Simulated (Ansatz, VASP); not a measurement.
# BaTiO3: VASP beside Ansatz

```
Ba Ti O
1.0
     2.82737    1.63238    2.31839
    -2.82737    1.63238    2.31839
     0.00000   -3.26476    2.31839
Ba Ti O
1 1 3
Direct
  0.00000 0.00000 0.00000
  0.48450 0.48450 0.48450
  0.50860 0.50860 0.01750
  0.01750 0.50860 0.50860
  0.50860 0.01750 0.50860
```

Alike in both runs: task single point; functional PBEsol; k mesh 6 × 6 × 6; occupations fermi-dirac, width 0.05 eV; no spin polarisation; Hubbard terms Ti d U = 6.0 eV.

|  | VASP | Ansatz |
| --- | --- | --- |
| version | VASP 6.6.1 | Ansatz 0.2.0 |
| potentials or method | VASP PAW PBE potentials, release 64 (Ba_sv, Ti_sv, O) | plane waves, PAW |
| plane-wave cutoff (eV) | 520 | 420 |
| valence electrons in the cell | 40 | 40 |

VASP gave:

| Quantity | Value |
| --- | --- |
| gap on the k mesh at the Fermi level (eV) | 2.98 |

Question: What did Ansatz give for the same quantities?

Answer: gap on the k mesh at the Fermi level (eV): 3.03.

VASP's potentials were made for PBE, not for PBEsol. The programs project onto different local orbitals, so the same U acts differently, and such runs can settle in different states.

Neither program's run includes spin-orbit coupling.
